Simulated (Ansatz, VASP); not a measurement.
## SnO: VASP beside Ansatz

```
CELL_PARAMETERS angstrom
3.13510 0.00000 0.00000
0.00000 3.13510 0.00000
0.00000 0.00000 3.13510
ATOMIC_POSITIONS crystal
Sn 0.50000 0.50000 0.50000
O 0.00000 0.00000 0.00000
```

Change from the starting cell: species swapped into the TmAu type (Pm-3m, No. 221).

Alike in both runs: functional PBE; k mesh 6 × 6 × 6; occupations gaussian, width 0.1 eV; no spin polarisation.

Ansatz relaxed the structure, and its values are those at the end. VASP's run is a single point on that final structure, the one shown.

|  | VASP | Ansatz |
| --- | --- | --- |
| version | VASP 6.6.1 | Ansatz 0.2.0 |
| potentials or method | VASP PAW PBE potentials, release 64 (Sn_d, O), cutoff 520 eV | scalar-relativistic, plane waves, PAW |
| valence electrons in the cell | 20 | 20 |

Ansatz gave:

* gap on the k mesh at the Fermi level (eV): 0.30
* least direct gap on the mesh (eV): 0.91
* pressure (GPa): 0.0

Which values does VASP return?

gap on the k mesh at the Fermi level (eV): 0.29; least direct gap on the mesh (eV): 0.91; pressure (GPa): -0.1.

The functional is the same, so the differences come from potentials, cutoffs and numerics.
